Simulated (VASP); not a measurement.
Here is a VASP 6.6.1 calculation.

Contents of POSCAR:

```
Au
1.0
   -1.7195723815      1.7195723815      1.5967457828
    1.7195723815     -1.7195723815      1.5967457828
    1.7195723815      1.7195723815     -1.5967457828
Au
1
Direct
    0.0000000000      0.0000000000      0.0000000000
```

INCAR.step1

```
SYSTEM = Au
ALGO = Normal
EDIFF = 1E-4
ENCUT = 520
GGA = PE
ISMEAR = 0
LASPH = .True.
LCHARG = .False.
LREAL = .False.
LWAVE = .True.
NBANDS = 12
NELM = 100
PREC = Accurate
SIGMA = 0.15
```

The input INCAR.step2:

```
SYSTEM = Au
ALGO = Normal
EDIFF = 1E-6
ENCUT = 520
ISIF = 2
ISMEAR = 0
ISTART = 1
LASPH = .True.
LCHARG = .False.
LMIXTAU = .True.
LREAL = .False.
LWAVE = .False.
METAGGA = R2SCAN
NBANDS = 12
NELM = 100
PREC = Accurate
SIGMA = 0.15
```

Contents of KPOINTS:

```
k-points
0
Gamma
  26 26 26
  0 0 0
```

Potentials or basis: VASP PAW PBE potentials, release 64 (Au).

Launch:

```bash
$ cat potpaw_PBE.64/Au/POTCAR > POTCAR
$ cp INCAR.step1 INCAR
$ mpirun -np 1 vasp_std > vasp.out
$ cp INCAR.step2 INCAR
$ mpirun -np 1 vasp_std > vasp.out
```

**Question.** Estimate the pressure.

**Answer.** -8.4 GPa.

Stress tensor (GPa, compression positive):
```
-8.15  0.00  0.00
 0.00 -8.15  0.00
 0.00  0.00 -8.97
```

Caveat: the cell differs from its parent crystal (strain +0.050 along x and y, -0.025 along z); the PAW data sets were made with another functional, which shifts forces and pressure a little.
